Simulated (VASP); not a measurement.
**SrB2: single point with PBE**

SrB2:

```
CELL_PARAMETERS angstrom
5.06878 0.00000 0.00000
-2.53439 4.38969 0.00000
0.00000 0.00000 3.10398
ATOMIC_POSITIONS crystal
Sr 0.00000 0.00000 0.00000
B 0.66667 0.33333 0.66667
B 0.33333 0.66667 0.33333
```

```
Program                : VASP 6.6.1
Task                   : single point
Functional             : PBE
Potentials or basis    : VASP PAW PBE potentials, release 64 (Sr_sv, B)
Cutoff                 : 520 eV
k mesh                 : 6 × 6 × 6
Occupations            : gaussian, width 0.1 eV
Spin                   : no spin polarisation
Dipole correction      : no
Further INCAR settings : ALGO = Normal; EDIFF = 1e-06; NBANDS = 15
```

| Quantity | Value |
| --- | --- |
| Pressure | -9.5 GPa |
| Largest force | 0.769 eV/Å |
| Band gap on the k mesh | zero (band 8 reaches 2.48 eV, above the bottom of band 9 at 0.88 eV) |

Forces on the atoms (eV/Å):
```
Sr   0.000  0.000  0.000
B    0.000  0.000 -0.769
B    0.000  0.000  0.769
```

Stress tensor (GPa, compression positive):
```
-15.10   0.00   0.00
  0.00 -15.10   0.00
  0.00   0.00   1.63
```

Levels at points of the mesh, in eV from the Fermi level:
```tsv
k point	band 6	band 7	band 8	band 9	band 10	band 11
(0.00, 0.00, 0.00)	-3.68	-1.49	-1.49	0.78	1.74	1.74
(0.50, 0.00, 0.00)	-5.71	-1.15	-1.13	1.56	1.72	2.36
(0.00, 0.00, 0.50)	-3.88	-0.49	0.31	0.31	0.42	0.95
(0.50, 0.00, 0.50)	-3.68	-1.42	-1.32	-0.74	1.73	2.41
```

It took 14 s on 1 thread of AMD EPYC 9R45 96-Core Processor (Zen 5), with other jobs on the host, peak memory 0.17 GiB.
